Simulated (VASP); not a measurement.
A run of VASP 6.6.1 is set up as follows.

INCAR

```
  ALGO = Normal
  EDIFF = 1E-7
  ENCUT = 520
  GGA = PE
  ISIF = 2
  ISMEAR = -1
  LASPH = True
  LCHARG = True
  LELF = True
  LREAL = False
  LVHAR = True
  LWAVE = False
  NBANDS = 16
  NELM = 60
  PREC = Accurate
  SIGMA = 0.03
```

KPOINTS

```
k-points
0
Gamma
  6 6 5
```

The input POSCAR:

```
Se
1.0
    4.2352139504      0.0000000000      0.0000000000
   -2.1176069753      3.6678028716      0.0000000000
    0.0000000000      0.0000000000      4.9536000000
Se
3
Direct
    0.2254000000      0.0000000000      0.3333333333
    0.0000000000      0.2254000000      0.6666666667
    0.7746000000      0.7746000000      0.0000000000
```

Potentials or basis: VASP PAW PBE potentials, release 64 (Se).

Command:

```bash
$ cat potpaw_PBE.64/Se/POTCAR > POTCAR
$ mpirun -np 1 vasp_std > vasp.out
```

Problem. Predict the pressure.

Solution. 6.4 GPa.

Problem. What does it give for the largest force?

Solution. 1.042 eV/Å.

Problem. Estimate the band gap on the k mesh.

Solution. 1.32 eV, indirect (least direct gap 1.38 eV).

Stress tensor (GPa, compression positive):
```
5.41 0.00 0.00
0.00 5.41 0.00
0.00 0.00 8.41
```

Caveat: the cell differs from its parent crystal (equal xx and yy strain of -3 %); forces of over 1 eV/Å act on the atoms, so gaps and moduli don't describe the material at rest. A k mesh can miss the band edges.
